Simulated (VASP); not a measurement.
# RbBr (Pm-3m) in VASP: notebook, part 2 of 3

VASP 6.6.1.

### 3 Electric field gradients, PBEsol (volume scaled by 0.65)

Input file INCAR:

```
SYSTEM = RbBr
  ALGO = Normal
  EDIFF = 1E-8
  ENCUT = 520
  GGA = PS
  ISIF = 2
  ISMEAR = -1
  LASPH = .True.
  LCHARG = .False.
  LEFG = .True.
  LREAL = .False.
  LWAVE = .False.
  NBANDS = 15
  NELM = 60
  PREC = Accurate
  SIGMA = 0.03
```

Input file KPOINTS:

```
k-points
0
Gamma
  7 7 7
  0 0 0
```

Input file POSCAR:

```
RbBr
1.0
    3.5741695089      0.0000000000      0.0000000000
    0.0000000000      3.5741695089      0.0000000000
    0.0000000000      0.0000000000      3.5741695089
Rb Br
1 1
Direct
    0.0000000000      0.0000000000      0.0000000000
    0.5000000000      0.5000000000      0.5000000000
```

Potentials or basis: VASP PAW PBE potentials, release 64 (Rb_sv, Br).

Started as:

```
> cat potpaw_PBE.64/Rb_sv/POTCAR potpaw_PBE.64/Br/POTCAR > POTCAR
> mpirun -np 1 vasp_std > vasp.out
```

OUTCAR:

```text
SYSTEM = RbBr
   EDIFF = 1E-8
   ENCUT = 520
   GGA = PS
   ISIF = 2
   ISMEAR = -1
   LASPH = .True.
   LREAL = .False.
   NELM = 60
   PREC = Accurate

 ion  position               nearest neighbor table
   1  0.000  0.000  0.000-   2 3.10   2 3.10   2 3.10   2 3.10   2 3.10   2 3.10   2 3.10   2 3.10

   2  0.500  0.500  0.500-   1 3.10   1 3.10   1 3.10   1 3.10   1 3.10   1 3.10   1 3.10   1 3.10

  LATTYP: Found a simple cubic cell.
 ALAT       =     3.5741695089

  Lattice vectors:

 A1 = (   3.5741695089,   0.0000000000,   0.0000000000)
 A2 = (   0.0000000000,   3.5741695089,   0.0000000000)
 A3 = (   0.0000000000,   0.0000000000,   3.5741695089)

Analysis of symmetry for initial positions (statically):
=====================================================================
 Subroutine PRICEL returns:
 Original cell was already a primitive cell.

 Routine SETGRP: Setting up the symmetry group for a
 simple cubic supercell.

 Subroutine GETGRP returns: Found 48 space group operations
 (whereof 48 operations were pure point group operations)
 out of a pool of 48 trial point group operations.

The static configuration has the point symmetry O_h .

Analysis of symmetry for dynamics (positions and initial velocities):
=====================================================================
 Subroutine PRICEL returns:
 Original cell was already a primitive cell.

 Routine SETGRP: Setting up the symmetry group for a
 simple cubic supercell.

 Subroutine GETGRP returns: Found 48 space group operations
 (whereof 48 operations were pure point group operations)
 out of a pool of 48 trial point group operations.

The dynamic configuration has the point symmetry O_h .

[... 497 lines left out ...]
      6      -0.7389      2.00000
      7      -0.7389      2.00000
      8      -0.4930      2.00000
      9      10.8510      0.00000
     10      11.5111      0.00000
     11      11.5111      0.00000
     12      13.8443      0.00000
     13      13.8443      0.00000
     14      13.8992      0.00000
     15      16.8932      0.00000

------------------------ aborting loop because EDIFF is reached ----------------------------------------

  FORCE on cell =-STRESS in cart. coord.  units (eV):
  Direction    XX          YY          ZZ          XY          YZ          ZX
  --------------------------------------------------------------------------------------
  -------------------------------------------------------------------------------------
  Total        5.2354231      5.2354231      5.2354231      0.0000000     -0.0000000      0.0000000
  in kB      183.7117498    183.7117498    183.7117498      0.0000000     -0.0000000      0.0000000
  external PRESSURE =     183.7117498 kB  Pullay stress =       0.0000000 kB

 VOLUME and BASIS-vectors are now :
 -----------------------------------------------------------------------------
  energy-cutoff  :      520.00
  volume of cell :       45.66
      direct lattice vectors                 reciprocal lattice vectors
     3.574169509  0.000000000  0.000000000     0.279785275  0.000000000  0.000000000
     0.000000000  3.574169509  0.000000000     0.000000000  0.279785275  0.000000000
     0.000000000  0.000000000  3.574169509     0.000000000  0.000000000  0.279785275

 POSITION                                       TOTAL-FORCE (eV/Angst)
 -----------------------------------------------------------------------------------
      0.00000      0.00000      0.00000         0.000000      0.000000      0.000000
      1.78708      1.78708      1.78708         0.000000      0.000000      0.000000
 -----------------------------------------------------------------------------------
    total drift:                               -0.000000      0.000000      0.000000

  FREE ENERGIE OF THE ION-ELECTRON SYSTEM (eV)
  ---------------------------------------------------
  free  energy   TOTEN  =        -5.4467945344 eV

  energy  without entropy=       -5.4467945344  energy(sigma->0) =       -5.44679453

 Electric field gradients (V/A^2)
---------------------------------------------------------------------
 ion       V_xx      V_yy      V_zz      V_xy      V_xz      V_yz
---------------------------------------------------------------------
   1      -0.000    -0.000    -0.000     0.000     0.000    -0.000
   2      -0.000    -0.000     0.000     0.000     0.000     0.000
---------------------------------------------------------------------

 Electric field gradients after diagonalization (V/A^2)
 (convention: |V_zz| > |V_xx| > |V_yy|)
----------------------------------------------------------------------
 ion       V_xx      V_yy      V_zz     asymmetry (V_yy - V_xx)/ V_zz
----------------------------------------------------------------------
   1      -0.000    -0.000    -0.000      -0.852
   2      -0.000    -0.000     0.000       0.074
----------------------------------------------------------------------

           NMR quadrupolar parameters

 Cq : quadrupolar parameter    Cq=e*Q*V_zz/h
 eta: asymmetry parameters     (V_yy - V_xx)/ V_zz
 Q  : nuclear electric quadrupole moment in mb (millibarn)
----------------------------------------------------------------------
 ion       Cq(MHz)       eta       Q (mb)
----------------------------------------------------------------------
   1      -0.000      -0.852       1.000
   2       0.000       0.074       1.000
----------------------------------------------------------------------
```

OSZICAR:

```text
N       E                     dE             d eps       ncg     rms          rms(c)
DAV:   1     0.743686396569E+02    0.74369E+02   -0.74175E+03   600   0.985E+02
DAV:   2    -0.171106343477E+01   -0.76080E+02   -0.70045E+02   848   0.179E+02
DAV:   3    -0.557895210225E+01   -0.38679E+01   -0.38472E+01   805   0.387E+01
DAV:   4    -0.565116018874E+01   -0.72208E-01   -0.72204E-01   808   0.518E+00
DAV:   5    -0.565253029834E+01   -0.13701E-02   -0.13701E-02   845   0.528E-01    0.742E+00
DAV:   6    -0.547515553478E+01    0.17737E+00   -0.14784E-01   733   0.275E+00    0.506E+00
DAV:   7    -0.544815216514E+01    0.27003E-01   -0.12282E-01   762   0.247E+00    0.142E+00
DAV:   8    -0.544676269687E+01    0.13895E-02   -0.18380E-02   677   0.938E-01    0.151E-01
DAV:   9    -0.544679417529E+01   -0.31478E-04   -0.68252E-04   726   0.176E-01    0.779E-02
DAV:  10    -0.544679614798E+01   -0.19727E-05   -0.14255E-04   783   0.825E-02    0.418E-02
DAV:  11    -0.544679414932E+01    0.19987E-05   -0.13856E-05   700   0.291E-02    0.136E-02
DAV:  12    -0.544679465359E+01   -0.50427E-06   -0.35392E-06   677   0.125E-02    0.530E-03
DAV:  13    -0.544679451812E+01    0.13548E-06   -0.29155E-07   768   0.403E-03    0.180E-03
DAV:  14    -0.544679453686E+01   -0.18748E-07   -0.20126E-08   653   0.109E-03    0.683E-04
DAV:  15    -0.544679453442E+01    0.24431E-08   -0.86008E-10   384   0.255E-04
   1 F= -.54467945E+01 E0= -.54467945E+01  d E =-.287033E-10
```

Run time: 13 s. Hardware: 1 thread of Intel Xeon Platinum 8259CL at 2.50GHz (Skylake/Cascade Lake), shared host; peak memory 0.16 GiB.

What came out:

| Quantity | Value |
| --- | --- |
| Free energy | -5.4468 eV |
| Pressure | 18.4 GPa |
| Band gap on the k mesh | 4.46 eV, direct |

Levels at points of the mesh, in eV from the valence-band top:
```
           k point  band 6  band 7  band 8  band 9  band 10  band 11
(0.00, 0.00, 0.00)    0.00    0.00    0.00    4.46     4.46     6.12
```

Caveat: without QUAD_EFG the Cq values of the log hold for a quadrupole moment of 1 mb, not for the nuclei; the PAW data sets were made with another functional, which shifts forces and pressure a little. A k mesh can miss the band edges.

### 4 Electric field gradients, PBEsol (volume scaled by 0.8)

Input file INCAR:

```
ALGO = Normal
EDIFF = 1E-8
ENCUT = 520
GGA = PS
ISIF = 2
ISMEAR = -1
LASPH = True
LCHARG = False
LEFG = True
LREAL = False
LWAVE = False
NBANDS = 15
NELM = 60
PREC = Accurate
SIGMA = 0.03
```

Input file KPOINTS:

```
k-points
0
Gamma
  7 7 7
```

Input file POSCAR:

```
RbBr
1.0
    3.8303108645      0.0000000000      0.0000000000
    0.0000000000      3.8303108645      0.0000000000
    0.0000000000      0.0000000000      3.8303108645
Rb Br
1 1
Direct
    0.0000000000      0.0000000000      0.0000000000
    0.5000000000      0.5000000000      0.5000000000
```

Potentials or basis: VASP PAW PBE potentials, release 64 (Rb_sv, Br).

Started as:

```
> cat potpaw_PBE.64/Rb_sv/POTCAR potpaw_PBE.64/Br/POTCAR > POTCAR
> mpirun -np 1 vasp_std > vasp.out
```

OUTCAR:

```text
EDIFF = 1E-8
   ENCUT = 520
   GGA = PS
   ISIF = 2
   ISMEAR = -1
   LASPH = True
   LREAL = False
   NELM = 60
   PREC = Accurate

 ion  position               nearest neighbor table
   1  0.000  0.000  0.000-   2 3.32   2 3.32   2 3.32   2 3.32   2 3.32   2 3.32   2 3.32   2 3.32

   2  0.500  0.500  0.500-   1 3.32   1 3.32   1 3.32   1 3.32   1 3.32   1 3.32   1 3.32   1 3.32

  LATTYP: Found a simple cubic cell.
 ALAT       =     3.8303108645

  Lattice vectors:

 A1 = (   3.8303108645,   0.0000000000,   0.0000000000)
 A2 = (   0.0000000000,   3.8303108645,   0.0000000000)
 A3 = (   0.0000000000,   0.0000000000,   3.8303108645)

Analysis of symmetry for initial positions (statically):
=====================================================================
 Subroutine PRICEL returns:
 Original cell was already a primitive cell.

 Routine SETGRP: Setting up the symmetry group for a
 simple cubic supercell.

 Subroutine GETGRP returns: Found 48 space group operations
 (whereof 48 operations were pure point group operations)
 out of a pool of 48 trial point group operations.

The static configuration has the point symmetry O_h .

Analysis of symmetry for dynamics (positions and initial velocities):
=====================================================================
 Subroutine PRICEL returns:
 Original cell was already a primitive cell.

 Routine SETGRP: Setting up the symmetry group for a
 simple cubic supercell.

 Subroutine GETGRP returns: Found 48 space group operations
 (whereof 48 operations were pure point group operations)
 out of a pool of 48 trial point group operations.

The dynamic configuration has the point symmetry O_h .

 Subroutine INISYM returns: Found 48 space group operations
 (whereof 48 operations are pure point group operations),
 and found     1 'primitive' translations

----------------------------------------------------------------------------------------

                                     Primitive cell

  volume of cell :      56.1956

  direct lattice vectors                    reciprocal lattice vectors
     3.830310864  0.000000000  0.000000000     0.261075415  0.000000000  0.000000000
     0.000000000  3.830310864  0.000000000     0.000000000  0.261075415  0.000000000
     0.000000000  0.000000000  3.830310864     0.000000000  0.000000000  0.261075415

  length of vectors
     3.830310864  3.830310864  3.830310864     0.261075415  0.261075415  0.261075415

  position of ions in fractional coordinates (direct lattice)
     0.000000000  0.000000000  0.000000000
     0.500000000  0.500000000  0.500000000

  ion indices of the primitive-cell ions
   primitive index   ion index
                 1           1
                 2           2

----------------------------------------------------------------------------------------

 KPOINTS: k-points

Automatic generation of k-mesh.
 Grid dimensions read from file:
 generate k-points for:    7    7    7
[... 75 lines left out ...]
   EFERMI_NEDOS =   21; number of points for ismear=-14 and -15
   IALGO  =     38    algorithm
   IMIX   =      4    mixing-type and parameters
     AMIX     =   0.40;   BMIX     =  1.00
     AMIX_MAG =   1.60;   BMIX_MAG =  1.00
  volume/ion in A,a.u.               =      28.10       189.61
  Fermi-wavevector in a.u.,A,eV,Ry     =   1.076996  2.035228 15.781678  1.159921
  Thomas-Fermi vector in A             =   2.212896
   LORBIT       =      0    0 simple, 1 ext, 2 COOP (PROOUT), +10 PAW based schemes
   GGA     = PS    functional components
   LHFCALC =     F    Hartree Fock is set to
   AEXX    =    0.0000 exact exchange contribution
   IVDW    =     0    specifies the selected vdW correction
   LEPSILON=     F    determine dielectric tensor
   LRPA    =     F    only Hartree local field effects (RPA)
 non-spin polarized calculation
  energy-cutoff  :      520.00
  volume of cell :       56.20
 maximum number of plane-waves:      1524
   NGX = 15   NGY = 15   NGZ = 15

 number of electron      16.0000002 magnetization

 Free energy of the ion-electron system (eV)
  ---------------------------------------------------
  ext. energy  EPLUGINS =         0.00000000
  ---------------------------------------------------
  free energy    TOTEN  =        -6.14704112 eV

  energy without entropy =       -6.14704112  energy(sigma->0) =       -6.14704112

 E-fermi :   1.1261     XC(G=0):  -9.1323

 val. band max:        0.4346934998   @ k =   0.4286   0.4286   0.0000
 cond. band min:       5.2759539054   @ k =   0.0000   0.0000   0.0000
 fundamental gap:      4.8412604055
 Fermi energy:         1.1261031030

 k-point     1 :       0.0000    0.0000    0.0000
  band No.  band energies     occupation
      1     -24.3422      2.00000
      2     -12.6121      2.00000
      3      -8.2834      2.00000
      4      -8.2834      2.00000
      5      -8.2834      2.00000
      6       0.3351      2.00000
      7       0.3351      2.00000
      8       0.3351      2.00000
      9       5.2760      0.00000
     10       5.5246      0.00000
     11       5.5246      0.00000
     12      10.9309      0.00000
     13      10.9309      0.00000
     14      10.9309      0.00000
[... 329 lines left out ...]
      2     -12.1083      2.00000
      3      -8.7038      2.00000
      4      -8.6861      2.00000
      5      -8.6861      2.00000
      6      -1.4607      2.00000
      7      -1.4607      2.00000
      8      -1.3338      2.00000
      9       8.6482      0.00000
     10       9.1582      0.00000
     11       9.1582      0.00000
     12      10.8838      0.00000
     13      10.9753      0.00000
     14      10.9753      0.00000
     15      14.0414      0.00000

------------------------ aborting loop because EDIFF is reached ----------------------------------------

  FORCE on cell =-STRESS in cart. coord.  units (eV):
  Direction    XX          YY          ZZ          XY          YZ          ZX
  --------------------------------------------------------------------------------------
  -------------------------------------------------------------------------------------
  Total        1.8058943      1.8058943      1.8058943      0.0000000      0.0000000     -0.0000000
  in kB       51.4873858     51.4873858     51.4873858      0.0000000      0.0000000     -0.0000000
  external PRESSURE =      51.4873858 kB  Pullay stress =       0.0000000 kB

 VOLUME and BASIS-vectors are now :
 -----------------------------------------------------------------------------
  energy-cutoff  :      520.00
  volume of cell :       56.20
      direct lattice vectors                 reciprocal lattice vectors
     3.830310864  0.000000000  0.000000000     0.261075415  0.000000000  0.000000000
     0.000000000  3.830310864  0.000000000     0.000000000  0.261075415  0.000000000
     0.000000000  0.000000000  3.830310864     0.000000000  0.000000000  0.261075415

 POSITION                                       TOTAL-FORCE (eV/Angst)
 -----------------------------------------------------------------------------------
      0.00000      0.00000      0.00000         0.000000      0.000000      0.000000
      1.91516      1.91516      1.91516         0.000000      0.000000      0.000000
 -----------------------------------------------------------------------------------
    total drift:                                0.000000      0.000000      0.000000

  FREE ENERGIE OF THE ION-ELECTRON SYSTEM (eV)
  ---------------------------------------------------
  free  energy   TOTEN  =        -6.1470411240 eV

  energy  without entropy=       -6.1470411240  energy(sigma->0) =       -6.14704112

 Electric field gradients (V/A^2)
---------------------------------------------------------------------
 ion       V_xx      V_yy      V_zz      V_xy      V_xz      V_yz
---------------------------------------------------------------------
   1      -0.000    -0.000     0.000     0.000    -0.000     0.000
   2       0.000    -0.000     0.000    -0.000     0.000    -0.000
---------------------------------------------------------------------

 Electric field gradients after diagonalization (V/A^2)
 (convention: |V_zz| > |V_xx| > |V_yy|)
----------------------------------------------------------------------
 ion       V_xx      V_yy      V_zz     asymmetry (V_yy - V_xx)/ V_zz
----------------------------------------------------------------------
   1      -0.000    -0.000     0.000       0.516
   2      -0.000     0.000     0.000       0.267
----------------------------------------------------------------------

           NMR quadrupolar parameters

 Cq : quadrupolar parameter    Cq=e*Q*V_zz/h
 eta: asymmetry parameters     (V_yy - V_xx)/ V_zz
 Q  : nuclear electric quadrupole moment in mb (millibarn)
----------------------------------------------------------------------
 ion       Cq(MHz)       eta       Q (mb)
----------------------------------------------------------------------
   1       0.000       0.516       1.000
   2       0.000       0.267       1.000
----------------------------------------------------------------------
```

OSZICAR:

```text
N       E                     dE             d eps       ncg     rms          rms(c)
DAV:   1     0.788127252497E+02    0.78813E+02   -0.71256E+03   600   0.957E+02
DAV:   2    -0.174334639058E+01   -0.80556E+02   -0.74934E+02   843   0.175E+02
DAV:   3    -0.624704524658E+01   -0.45037E+01   -0.44821E+01   790   0.404E+01
DAV:   4    -0.634010641336E+01   -0.93061E-01   -0.93049E-01   862   0.555E+00
DAV:   5    -0.634101756255E+01   -0.91115E-03   -0.91114E-03   806   0.423E-01    0.417E+00
DAV:   6    -0.617420534604E+01    0.16681E+00   -0.13607E-01   719   0.236E+00    0.288E+00
DAV:   7    -0.614633407207E+01    0.27871E-01   -0.91335E-02   754   0.194E+00    0.116E+00
DAV:   8    -0.614705694603E+01   -0.72287E-03   -0.11106E-02   650   0.642E-01    0.106E-01
DAV:   9    -0.614699571841E+01    0.61228E-04   -0.22549E-04   838   0.103E-01    0.549E-02
DAV:  10    -0.614703969364E+01   -0.43975E-04   -0.14989E-04   678   0.757E-02    0.152E-02
DAV:  11    -0.614704023664E+01   -0.54300E-06   -0.63383E-06   782   0.178E-02    0.690E-03
DAV:  12    -0.614704113037E+01   -0.89373E-06   -0.15702E-06   635   0.942E-03    0.243E-03
DAV:  13    -0.614704109592E+01    0.34450E-07   -0.14667E-07   948   0.251E-03    0.861E-04
DAV:  14    -0.614704113467E+01   -0.38752E-07   -0.17914E-08   662   0.942E-04    0.289E-04
DAV:  15    -0.614704112404E+01    0.10634E-07   -0.22246E-09   475   0.359E-04    0.115E-04
DAV:  16    -0.614704112404E+01   -0.15916E-11   -0.16068E-10   384   0.899E-05
   1 F= -.61470411E+01 E0= -.61470411E+01  d E =-.529419E-11
```

Run time: 14 s. Hardware: 1 thread of Intel Xeon Platinum 8259CL at 2.50GHz (Skylake/Cascade Lake), shared host; peak memory 0.16 GiB.

Results:

```
Free energy            : -6.1470 eV
Pressure               : 5.1 GPa
Band gap on the k mesh : 4.84 eV, indirect (least direct gap 4.94 eV)
```

Levels at points of the mesh, in eV from the valence-band top:
```tsv
k point	band 6	band 7	band 8	band 9	band 10	band 11
(0.00, 0.00, 0.00)	-0.10	-0.10	-0.10	4.84	5.09	5.09
```

Caveat: without QUAD_EFG the Cq values of the log hold for a quadrupole moment of 1 mb, not for the nuclei; the PAW data sets were made with another functional, which shifts forces and pressure a little. A k mesh can miss the band edges.

(Part 2 of 3 ends here.)
